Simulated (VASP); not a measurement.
Runs of VASP 6.6.1 on Pd. The structure is that of space group Fd-3m (No. 227), or close to it. The cells are those of the table. 

| task | cell | cutoff (eV) | gap on the mesh (eV) | pressure (GPa) |
| --- | --- | --- | --- | --- |
| relaxation of cell and atoms | relaxed to 20 GPa from a = 3.783 Å, angles 60.0°, 2 atoms | 600 | none | 20.0 |
| relaxation of cell and atoms | relaxed from a = 3.783 Å, angles 60.0°, 2 atoms | 600 | none | 0.1 |
| relaxation of cell and atoms | relaxed to 30 GPa from a = 3.783 Å, angles 60.0°, 2 atoms | 600 | none | 30.0 |
| single point | a = 3.786 Å, angles 60.0°, 2 atoms | 520 | none | (a) |
| single point | a = 3.967 Å, angles 60.0°, 2 atoms | 520 | none | -0.2 |

Alike in all rows: level LDA; potentials or basis VASP PAW LDA potentials, release 64 (Pd); no spin polarisation; k mesh 13 × 13 × 13; smearing methfessel-paxton 0.1 eV.

Task: Fill in the values left out.

Result: (a) 19.1.

Caveats: the cell is relaxed towards a set pressure, so the enthalpy falls and the energy may rise (some runs).

A k mesh can miss the band edges, and the runs leave out spin-orbit coupling on Pd.

A gap of «none» marks levels without a gap at the run's occupations.
